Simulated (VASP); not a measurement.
Wanted: the native input for a VASP 6.6.1 run.

* Task: single point
* Functional: PBE
* Potentials or basis: VASP PAW PBE potentials, release 64 (Cu, O)
* Cutoff: 520 eV
* k mesh: 10 × 10 × 6
* Occupations: fermi-dirac, width 0.05 eV
* Spin: no spin polarisation
* Dipole correction: no
* Further INCAR settings: ALGO = Normal; EDIFF = 1e-07; NBANDS = 25

The structure of CuO lies in POSCAR:

```
CuO
1.0
    3.2213738600      0.0000000000      0.0000000000
   -1.6106869300      2.7897916011      0.0000000000
    0.0000000000      0.0000000000      4.4898065060
Cu O
2 2
Direct
    0.0000000000      0.0000000000      0.0000000000
    0.0000000000      0.0000000000      0.5000000000
    0.3333333333      0.6666666667      0.2500000000
    0.6666666667      0.3333333333      0.7500000000
```

The input as run:

INCAR

```
PREC = Accurate
ENCUT = 520
EDIFF = 1E-7
ISMEAR = -1
SIGMA = 0.05
LREAL = F
LASPH = T
NELM = 80
ALGO = Normal
ISIF = 2
LWAVE = F
LCHARG = F
GGA = PE
NBANDS = 25
```

KPOINTS

```
Automatic mesh
0
Gamma
  10 10 6
```

Potentials or basis: VASP PAW PBE potentials, release 64 (Cu, O).

Command:

```bash
$ cat potpaw_PBE.64/Cu/POTCAR potpaw_PBE.64/O/POTCAR > POTCAR
$ mpirun -np 1 vasp_std > vasp.out
```

Results of the run:

```json
{
 "Pressure": "-0.5 GPa",
 "Band gap on the k mesh": "zero (bands 17 and 18 overlap by 1.08 eV)"
}
```

Caveat: semilocal functionals often make such compounds metallic where correlation or magnetic order opens a gap, which also shifts bond lengths.

Run time: 38 s on 1 thread of AMD EPYC 9R45 96-Core Processor (Zen 5), on a shared host, peak memory 0.15 GiB.
